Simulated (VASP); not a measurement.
# Au (P6_3/mmc) in VASP: notebook

Runs on Au. Level: LDA. Tasks: relaxation of cell and atoms, single point.

Program: VASP 6.6.1. These are calculated values, not measurements. Logs are shortened: lines on timing, memory, paths and dates and some standing lists are left out, and cuts for length are marked.

## Step 1: The cell of the first run

It takes space group P6_3/mmc (No. 194, hexagonal). Conventional cell: a = 2.900 Å, b = 2.900 Å, c = 4.880 Å, α = 90.00°, β = 90.00°, γ = 120.00°. Au (site symmetry -6m2) has 12 Au at 2.90 to 2.96 Å within 3.8 Å.

## Step 2: Relaxation of cell and atoms, LDA, target pressure 20 GPa, at which the enthalpy is minimised

Contents of INCAR:

```
SYSTEM = Au
PREC = Accurate ; ENCUT = 600
EDIFF = 1E-6 ; ISMEAR = -1
SIGMA = 0.05 ; LREAL = .FALSE.
LASPH = .TRUE. ; NELM = 60
ALGO = Normal ; ISIF = 3
LWAVE = .FALSE. ; LCHARG = .FALSE.
GGA = CA ; IBRION = 2
NSW = 60 ; EDIFFG = -0.03
PSTRESS = 200.0
```

Contents of KPOINTS:

```
Automatic mesh
0
G
  9 9 5
  0 0 0
```

Contents of POSCAR:

```
Au
1.0
    2.9000000000      0.0000000000      0.0000000000
   -1.4500000000      2.5114740000      0.0000000000
    0.0000000000      0.0000000000      4.8800000000
Au
2
Direct
    0.3333333333      0.6666666667      0.7500000000
    0.6666666667      0.3333333333      0.2500000000
```

Potentials or basis: VASP PAW LDA potentials, release 64 (Au).

Run with:

```sh
cat potpaw_LDA.64/Au/POTCAR > POTCAR
mpirun -np 1 vasp_std > vasp.out
```

OUTCAR:

```text
SYSTEM = Au
   PREC = Accurate
   ENCUT = 600
   EDIFF = 1E-6
   ISMEAR = -1
   LREAL = .FALSE.
   LASPH = .TRUE.
   NELM = 60
   ISIF = 3
   GGA = CA
   IBRION = 2
   NSW = 60
   EDIFFG = -0.03
   PSTRESS = 200.0

 ion  position               nearest neighbor table
   1  0.333  0.667  0.750-   2 2.96   2 2.96   2 2.96   2 2.96   2 2.96   2 2.96
   2  0.667  0.333  0.250-   1 2.96   1 2.96   1 2.96   1 2.96   1 2.96   1 2.96

  LATTYP: Found a hexagonal cell.
 ALAT       =     2.9000000000
 C/A-ratio  =     1.6827586207

  Lattice vectors:

 A1 = (   2.9000000000,   0.0000000000,   0.0000000000)
 A2 = (  -1.4500000000,   2.5114740000,   0.0000000000)
 A3 = (   0.0000000000,   0.0000000000,   4.8800000000)

Analysis of symmetry for initial positions (statically):
=====================================================================
 Subroutine PRICEL returns:
 Original cell was already a primitive cell.

 Routine SETGRP: Setting up the symmetry group for a
 hexagonal supercell.

 Subroutine GETGRP returns: Found 24 space group operations
 (whereof 12 operations were pure point group operations)
 out of a pool of 24 trial point group operations.

The static configuration has the point symmetry D_3d.
 The point group associated with its full space group is D_6h.

Analysis of symmetry for dynamics (positions and initial velocities):
=====================================================================
 Subroutine PRICEL returns:
 Original cell was already a primitive cell.

 Routine SETGRP: Setting up the symmetry group for a
 hexagonal supercell.

 Subroutine GETGRP returns: Found 24 space group operations
 (whereof 12 operations were pure point group operations)
 out of a pool of 24 trial point group operations.

The dynamic configuration has the point symmetry D_3d.
 The point group associated with its full space group is D_6h.

 Subroutine INISYM returns: Found 24 space group operations
 (whereof 12 operations are pure point group operations),
 and found     1 'primitive' translations

----------------------------------------------------------------------------------------

                                     Primitive cell

  volume of cell :      35.5424

  direct lattice vectors                    reciprocal lattice vectors
     2.900000000  0.000000000  0.000000000     0.344827586  0.199086274  0.000000000
    -1.450000000  2.511474000  0.000000000     0.000000000  0.398172547  0.000000000
     0.000000000  0.000000000  4.880000000     0.000000000  0.000000000  0.204918033

  length of vectors
     2.900000000  2.900000285  4.880000000     0.398172586  0.398172547  0.204918033

  position of ions in fractional coordinates (direct lattice)
     0.333333333  0.666666667  0.750000000
     0.666666667  0.333333333  0.250000000

  ion indices of the primitive-cell ions
   primitive index   ion index
                 1           1
                 2           2

----------------------------------------------------------------------------------------

 KPOINTS: Automatic mesh

Automatic generation of k-mesh.
 Grid dimensions read from file:
 generate k-points for:    9    9    5

 Generating k-lattice:

  Cartesian coordinates                     Fractional coordinates (reciprocal lattice)
     0.038314176  0.022120697  0.000000000     0.111111111  0.000000000  0.000000000
     0.000000000  0.044241394  0.000000000     0.000000000  0.111111111  0.000000000
     0.000000000  0.000000000  0.040983607     0.000000000  0.000000000  0.200000000

  Length of vectors
     0.044241398  0.044241394  0.040983607

  Shift w.r.t. Gamma in fractional coordinates (k-lattice)
     0.000000000  0.000000000  0.000000000

 Subroutine IBZKPT returns following result:
 ===========================================

 Found     36 irreducible k-points:

 Following reciprocal coordinates:
            Coordinates               Weight
  0.000000  0.000000  0.000000      1.000000
  0.111111  0.000000  0.000000      6.000000
  0.222222  0.000000  0.000000      6.000000
[... 44 lines left out ...]

 E-fermi :   8.5442     XC(G=0): -12.7405

 val. band max:        8.4381025613   @ k =   0.1111   0.1111   0.2000
 cond. band min:       8.7303241593   @ k =   0.2222   0.0000   0.2000
 fundamental gap:      0.2922215979
 Fermi energy:         8.5441775545

 k-point     1 :       0.0000    0.0000    0.0000
  band No.  band energies     occupation
      1      -0.8900      2.00000
      2       1.5188      2.00000
      3       3.9203      2.00000
      4       4.2064      2.00000
      5       4.2064      2.00000
      6       4.4951      2.00000
      7       4.4951      2.00000
      8       5.1636      2.00000
      9       5.1636      2.00000
     10       6.4397      2.00000
     11       6.4397      2.00000
     12       7.5743      2.00000
     13      11.0151      0.00000
     14      23.1848      0.00000
[... 401 lines left out ...]
      2       3.1029      2.00000
      3       3.1029      2.00000
      4       3.7384      2.00000
      5       4.1162      2.00000
      6       4.1162      2.00000
      7       4.9533      2.00000
      8       5.8801      2.00000
      9       6.2898      2.00000
     10       6.2898      2.00000
     11      11.1237      0.00000
     12      11.1237      0.00000
     13      12.9432      0.00000
     14      15.9140      0.00000
     15      15.9140      0.00000

 [... further k-points ...]
[... 5 lines left out ...]
  --------------------------------------------------------------------------------------
  -------------------------------------------------------------------------------------
  Total       -2.3075237     -2.3075244     -2.3967219      0.0000000     -0.0000000      0.0000000
  in kB     -104.0184206   -104.0184479   -108.0392890      0.0000000     -0.0000000      0.0000000
  external PRESSURE =    -305.3587192 kB  Pullay stress =     200.0000000 kB
[... 97 lines left out ...]
  energy  without entropy=       -8.8403661402  energy(sigma->0) =       -8.84100920

  enthalpy is  TOTEN    =        -4.9405274829 eV   P V=        3.9011247790

[... ionic steps 4 to 7 ...]

--------------------------------------- Ionic step        8  -------------------------------------------

 number of electron      22.0000002 magnetization

------------------------ aborting loop because EDIFF is reached ----------------------------------------
[... 71 lines left out ...]
--------------------------------------- Ionic step       10  -------------------------------------------

 number of electron      22.0000002 magnetization

 Free energy of the ion-electron system (eV)
  ---------------------------------------------------
  ext. energy  EPLUGINS =         0.00000000
  ---------------------------------------------------
  free energy    TOTEN  =        -8.77913271 eV

  energy without entropy =       -8.77777387  energy(sigma->0) =       -8.77845329

 E-fermi :  11.3028     XC(G=0): -13.6029

 val. band max:       11.1966632702   @ k =   0.1111   0.1111   0.2000
 cond. band min:      11.4754232955   @ k =   0.1111   0.0000   0.0000
 fundamental gap:      0.2787600253
 Fermi energy:        11.3028445189

 k-point     1 :       0.0000    0.0000    0.0000
  band No.  band energies     occupation
      1       0.0957      2.00000
      2       2.7320      2.00000
      3       5.7108      2.00000
      4       5.9872      2.00000
      5       5.9872      2.00000
      6       6.3857      2.00000
      7       6.3857      2.00000
      8       7.1543      2.00000
      9       7.1543      2.00000
     10       8.8740      2.00000
     11       8.8740      2.00000
     12       9.5255      2.00000
     13      14.5549      0.00000
     14      25.5489      0.00000
[... 401 lines left out ...]
      2       4.5411      2.00000
      3       4.5411      2.00000
      4       5.3091      2.00000
      5       5.8292      2.00000
      6       5.8292      2.00000
      7       6.9484      2.00000
      8       8.1845      2.00000
      9       8.7005      2.00000
     10       8.7005      2.00000
     11      14.0456      0.00000
     12      14.0456      0.00000
     13      15.8807      0.00000
     14      19.4655      0.00000
     15      19.4656      0.00000

 [... further k-points ...]
[... 5 lines left out ...]
  --------------------------------------------------------------------------------------
  -------------------------------------------------------------------------------------
  Total        3.8218338      3.8218349      3.8440565      0.0000000     -0.0000000      0.0000000
  in kB      199.7469447    199.7470064    200.9084099      0.0000000     -0.0000000      0.0000000
  external PRESSURE =       0.1341203 kB  Pullay stress =     200.0000000 kB
[... 21 lines left out ...]
  energy  without entropy=       -8.7777738708  energy(sigma->0) =       -8.77845329

  enthalpy is  TOTEN    =        -4.9524571360 eV   P V=        3.8266755693

 reached required accuracy - stopping structural energy minimisation
```

Run time: 51 s. Hardware: 1 thread of AMD EPYC 9R45 (Zen 5), shared host; peak memory 0.14 GiB.

What came out:

| Quantity | Value |
| --- | --- |
| Free energy | -8.7791 eV |
| Relaxed volume | 15.33 Å³/atom |
| Relaxed cell | a = 2.771 Å, b = 2.771 Å, c = 4.609 Å, α = 90.00°, β = 90.00°, γ = 120.00° |
| Space group after relaxing (to 0.05 Å) | P6_3/mmc (No. 194) |
| Energy change on relaxing (the enthalpy is what falls) | +34.4 meV/atom |
| Ionic steps | 10 |
| Pressure after relaxing | 20.0 GPa |
| Band gap on the k mesh | zero (band 11 reaches 15.19 eV, above the bottom of band 12 at 8.55 eV) |

Stress tensor (GPa, compression positive):
```
19.97  0.00  0.00
 0.00 19.97  0.00
 0.00  0.00 20.09
```

Step by step:
```csv
step,energy change (eV),largest force (eV/Å),pressure (GPa),volume (Å³)
1,0.0000,0.0000,-10.54,35.54
2,7.7589,0.0000,329.15,20.81
3,0.0062,0.0000,14.59,31.25
4,0.0364,0.0000,17.30,30.95
5,0.0706,0.0000,20.09,30.65
6,0.0591,0.0000,19.20,30.75
7,0.0599,0.0000,19.26,30.73
8,0.0601,0.0000,19.30,30.73
9,0.0930,0.0000,21.85,30.47
10,0.0687,0.0000,20.01,30.66
```

Final structure:
```
Au
1.0
     2.77115    0.00000    0.00000
    -1.38557    2.39988    0.00000
     0.00000    0.00000    4.60949
Au
2
Direct
  0.33333 0.66667 0.75000
  0.66667 0.33333 0.25000
```

Levels at points of the mesh, in eV from the Fermi level:
```csv
k point,band 8,band 9,band 10,band 11,band 12,band 13,band 14,band 15
"(0.00, 0.00, 0.00)",-4.15,-4.15,-2.43,-2.43,-1.78,3.25,14.25,15.69
```

Caveat: the cell is relaxed towards a set pressure, so the enthalpy falls and the energy may rise; spin-orbit coupling is left out, which moves the levels of the heavy elements.

## Step 3: Relaxation of cell and atoms, LDA, target pressure 30 GPa, at which the enthalpy is minimised

Contents of INCAR:

```
SYSTEM = Au
PREC     = Accurate       ! precision mode
ENCUT    = 600            ! plane-wave cutoff, eV
EDIFF    = 1E-7           ! SCF threshold, eV
ISMEAR   = -1             ! smearing method
SIGMA    = 0.05           ! smearing width, eV
LREAL    = .False.        ! projectors in reciprocal space
LASPH    = .True.         ! aspherical terms in the spheres
NELM     = 100            ! most SCF steps
ALGO     = Normal         ! electronic algorithm
ISIF     = 3              ! what is computed and relaxed
LWAVE    = .False.        ! write WAVECAR
LCHARG   = .False.        ! write CHGCAR
IBRION   = 2              ! ionic algorithm
NSW      = 60             ! ionic steps
EDIFFG   = -0.03          ! ionic threshold
PSTRESS  = 300.0
```

Contents of KPOINTS:

```
regular mesh
0
Gamma
  9 9 5
  0 0 0
```

POSCAR is that of step 2.

Potentials or basis: VASP PAW LDA potentials, release 64 (Au).

Run with:

```sh
cat potpaw_LDA.64/Au/POTCAR > POTCAR
mpirun -np 1 vasp_std > vasp.out
```

It took 69 s on 1 thread of AMD EPYC 9R45 (Zen 5), shared host; peak memory 0.14 GiB.

It converged, with:

```yaml
Free_energy: -8.6354 eV
Relaxed_volume: 14.86 Å³/atom
Relaxed_cell: a = 2.743 Å, b = 2.743 Å, c = 4.561 Å, α = 90.00°, β = 90.00°, γ = 120.00°
Space_group_after_relaxing_to_0.05_Å: P6_3/mmc (No. 194)
Energy_change_on_relaxing_the_enthalpy_is_what_falls: +106.2 meV/atom
Ionic_steps: 11
Pressure_after_relaxing: 30.0 GPa
Band_gap_on_the_k_mesh: zero (band 11 reaches 15.90 eV, above the bottom of band 12 at 9.09 eV)
```

Step by step:
| step | energy change (eV) | largest force (eV/Å) | pressure (GPa) | volume (Å³) |
| --- | --- | --- | --- | --- |
| 1 | 0.0000 | 0.0000 | -10.54 | 35.54 |
| 2 | 19.9347 | 0.0000 | 779.30 | 17.07 |
| 3 | -0.0800 | 0.0000 | 0.19 | 33.25 |
| 4 | -0.0383 | 0.0000 | 9.73 | 31.84 |
| 5 | 0.2733 | 0.0000 | 33.64 | 29.43 |
| 6 | 0.2073 | 0.0000 | 29.60 | 29.77 |
| 7 | 0.2278 | 0.0000 | 30.88 | 29.66 |
| 8 | 0.1716 | 0.0000 | 27.32 | 29.96 |
| 9 | 0.1956 | 0.0000 | 28.90 | 29.82 |
| 10 | 0.2373 | 0.0000 | 31.44 | 29.60 |
| 11 | 0.2125 | 0.0000 | 29.96 | 29.73 |

Final structure:
```xyz
2
Lattice="2.7433 0.0000 0.0000 -1.3717 2.3758 0.0000 0.0000 0.0000 4.5611" Properties=species:S:1:pos:R:3 pbc="T T T"
Au    0.0000    1.5839    3.4208
Au    1.3717    0.7919    1.1403
```

Levels at points of the mesh, in eV from the Fermi level:
```
           k point  band 9  band 10  band 11  band 12  band 13  band 14
(0.00, 0.00, 0.00)   -4.30    -2.49    -2.49    -1.95     3.42    14.16
```

Caveat: the cell is relaxed towards a set pressure, so the enthalpy falls and the energy may rise; the volume moved by over 15 % at a fixed basis, so the end points are rough; spin-orbit coupling is left out, which moves the levels of the heavy elements. Zero-point motion and thermal expansion aren't in these numbers.

## Step 4: Single point, LDA

This run uses another cell than the first one, of 14.82 Å³/atom, 0.834 times its volume.

Contents of INCAR:

```
PREC     = Accurate       # precision mode
ENCUT    = 520            # plane-wave cutoff, eV
EDIFF    = 1E-6           # SCF threshold, eV
ISMEAR   = -1             # smearing method
SIGMA    = 0.05           # smearing width, eV
LREAL    = False          # projectors in reciprocal space
LASPH    = True           # aspherical terms in the spheres
NELM     = 100            # most SCF steps
ALGO     = Normal         # electronic algorithm
ISIF     = 2              # what is computed and relaxed
LWAVE    = False          # write WAVECAR
LCHARG   = False          # write CHGCAR
NBANDS   = 18             # bands
```

Contents of KPOINTS:

```
Automatic mesh
0
Gamma
  9 9 5
```

Contents of POSCAR:

```
Au
1.0
    2.7404745181      0.0000000000      0.0000000000
   -1.3702372590      2.3733205511      0.0000000000
    0.0000000000      0.0000000000      4.5575876444
Au
2
Direct
    0.3333333333      0.6666666667      0.7500000000
    0.6666666667      0.3333333333      0.2500000000
```

Run with:

```sh
cat potpaw_LDA.64/Au/POTCAR > POTCAR
mpirun -np 1 vasp_std > vasp.out
```

Run time: 5.7 s. Hardware: 1 thread of Intel Xeon 6975P-C, shared host; peak memory 0.13 GiB.

Results (log left out):

```yaml
Free_energy: -8.6188 eV
Pressure: 30.8 GPa
Band_gap_on_the_k_mesh: zero (band 11 reaches 15.97 eV, above the bottom of band 12 at 9.14 eV)
```

Stress tensor (GPa, compression positive):
```
30.87  0.00  0.00
 0.00 30.87  0.00
 0.00  0.00 30.74
```

Levels at points of the mesh, in eV from the Fermi level:
```csv
k point,band 8,band 9,band 10,band 11,band 12,band 13,band 14,band 15
"(0.00, 0.00, 0.00)",-4.31,-4.31,-2.49,-2.49,-1.97,3.44,14.15,15.63
```

Caveat: spin-orbit coupling is left out, which moves the levels of the heavy elements.

## Step 5: Single point, LDA

This run uses another cell than the first one, of 15.28 Å³/atom, 0.860 times its volume.

Contents of INCAR:

```
ALGO = Normal
EDIFF = 1E-7
ENCUT = 520
ISIF = 2
ISMEAR = -1
LASPH = True
LCHARG = False
LREAL = False
LWAVE = False
NBANDS = 18
NELM = 80
PREC = Accurate
SIGMA = 0.05
```

Contents of KPOINTS:

```
k-points
0
Gamma
  9 9 5
```

Contents of POSCAR:

```
Au
1.0
    2.7678260179      0.0000000000      0.0000000000
   -1.3839130090      2.3970076448      0.0000000000
    0.0000000000      0.0000000000      4.6077036287
Au
2
Direct
    0.3333333333      0.6666666667      0.7500000000
    0.6666666667      0.3333333333      0.2500000000
```

Run with:

```sh
cat potpaw_LDA.64/Au/POTCAR > POTCAR
mpirun -np 1 vasp_std > vasp.out
```

It took 6.8 s on 1 thread of Intel Xeon 6975P-C, shared host; peak memory 0.14 GiB.

The run converged. Its results:

| Quantity | Value |
| --- | --- |
| Free energy | -8.7680 eV |
| Pressure | 20.7 GPa |
| Band gap on the k mesh | zero (band 11 reaches 15.26 eV, above the bottom of band 12 at 8.60 eV) |

Stress tensor (GPa, compression positive):
```
20.75  0.00  0.00
 0.00 20.75  0.00
 0.00  0.00 20.63
```

Levels at points of the mesh, in eV from the Fermi level:
```csv
k point,band 8,band 9,band 10,band 11,band 12,band 13,band 14,band 15
"(0.00, 0.00, 0.00)",-4.15,-4.15,-2.43,-2.43,-1.80,3.26,14.25,15.67
```

Caveat: spin-orbit coupling is left out, which moves the levels of the heavy elements.

## Step 6: Single point, LDA

This run uses another cell than the first one, of 15.85 Å³/atom, 0.892 times its volume.

Contents of INCAR:

```
SYSTEM = Au
PREC = Accurate
ENCUT = 520
EDIFF = 1E-6
ISMEAR = -1
SIGMA = 0.05
LREAL = .False.
LASPH = .True.
NELM = 80
ALGO = Normal
ISIF = 2
LWAVE = .False.
LCHARG = .False.
NBANDS = 18
```

Contents of KPOINTS:

```
Automatic mesh
0
Gamma
  9 9 5
  0 0 0
```

Contents of POSCAR:

```
Au
1.0
    2.8002912602      0.0000000000      0.0000000000
   -1.4001456301      2.4251233693      0.0000000000
    0.0000000000      0.0000000000      4.6684912768
Au
2
Direct
    0.3333333333      0.6666666667      0.7500000000
    0.6666666667      0.3333333333      0.2500000000
```

Potentials or basis: VASP PAW LDA potentials, release 64 (Au).

Run with:

```sh
cat potpaw_LDA.64/Au/POTCAR > POTCAR
mpirun -np 1 vasp_std > vasp.out
```

Wall time 6.4 s (1 thread of Intel Xeon 6975P-C, shared host); peak memory 0.15 GiB.

Results (log left out):

```yaml
Free_energy: -8.8784 eV
Pressure: 10.6 GPa
Band_gap_on_the_k_mesh: zero (band 11 reaches 14.44 eV, above the bottom of band 12 at 7.98 eV)
```

Stress tensor (GPa, compression positive):
```
10.64  0.00  0.00
 0.00 10.64  0.00
 0.00  0.00 10.51
```

Levels at points of the mesh, in eV from the Fermi level:
| k point | band 7 | band 8 | band 9 | band 10 | band 11 | band 12 | band 13 | band 14 | band 15 | band 16 |
| --- | --- | --- | --- | --- | --- | --- | --- | --- | --- | --- |
| (0.00, 0.00, 0.00) | -4.71 | -3.96 | -3.96 | -2.35 | -2.35 | -1.59 | 3.06 | 14.35 | 15.71 | 16.72 |

Caveat: spin-orbit coupling is left out, which moves the levels of the heavy elements.

## Step 7: Overview

| task | cell | cutoff (eV) | gap on the mesh (eV) | pressure (GPa) |
| --- | --- | --- | --- | --- |
| relaxation of cell and atoms | relaxed to 20 GPa from a = 2.900, b = 2.900, c = 4.880 Å, angles 90.0, 90.0, 120.0°, 2 atoms | 600 | none | 20.0 |
| relaxation of cell and atoms | relaxed to 30 GPa from a = 2.900, b = 2.900, c = 4.880 Å, angles 90.0, 90.0, 120.0°, 2 atoms | 600 | none | 30.0 |
| single point | a = 2.740, b = 2.740, c = 4.558 Å, angles 90.0, 90.0, 120.0°, 2 atoms | 520 | none | 30.8 |
| single point | a = 2.768, b = 2.768, c = 4.608 Å, angles 90.0, 90.0, 120.0°, 2 atoms | 520 | none | 20.7 |
| single point | a = 2.800, b = 2.800, c = 4.668 Å, angles 90.0, 90.0, 120.0°, 2 atoms | 520 | none | 10.6 |

Alike in all rows: level LDA; potentials or basis VASP PAW LDA potentials, release 64 (Au); no spin polarisation; k mesh 9 × 9 × 5; smearing fermi-dirac 0.05 eV.

Caveats: spin-orbit coupling is left out, which moves the levels of the heavy elements; the cell is relaxed towards a set pressure, so the enthalpy falls and the energy may rise (some runs); the volume moved by over 15 % at a fixed basis, so the end points are rough (some runs).

Total energies depend on the potentials used, so only differences within one code and one set of settings carry meaning.
